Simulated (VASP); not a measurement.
Ru, 2 atoms in the cell. Symmetry: P6_3/mmc, No. 194, hexagonal system. Conventional cell: a = 2.759 Å, b = 2.759 Å, c = 4.366 Å, α = 90.00°, β = 90.00°, γ = 120.00°. Within 3.6 Å of Ru (site symmetry -6m2) lie 12 Ru at 2.70 to 2.76 Å. 

```yaml
Program: VASP 6.6.1
Task: single point
Functional: r2SCAN
Dispersion: rVV10
Potentials_or_basis: VASP PAW PBE potentials, release 64 (Ru_pv)
Cutoff: 520 eV
k_mesh: 11 × 11 × 6
Occupations: fermi-dirac, width 0.05 eV
Spin: no spin polarisation
Dipole_correction: no
Further_INCAR_settings: ALGO = Normal; EDIFF = 1e-06; NBANDS = 21
```

Potentials or basis: VASP PAW PBE potentials, release 64 (Ru_pv).

Launch:

```bash
$ cat potpaw_PBE.64/Ru_pv/POTCAR > POTCAR
$ cp INCAR.step1 INCAR
$ mpirun -np 1 vasp_std > vasp.out
$ cp INCAR.step2 INCAR
$ mpirun -np 1 vasp_std > vasp.out
```

Hardware: 1 thread of Intel Xeon 6975P-C, on a shared host.

Question: Estimate the wall time of this run.

Answer: Run time: 110 s on 1 thread of Intel Xeon 6975P-C (shared host), peak memory 0.26 GiB. Counts: k points 64.
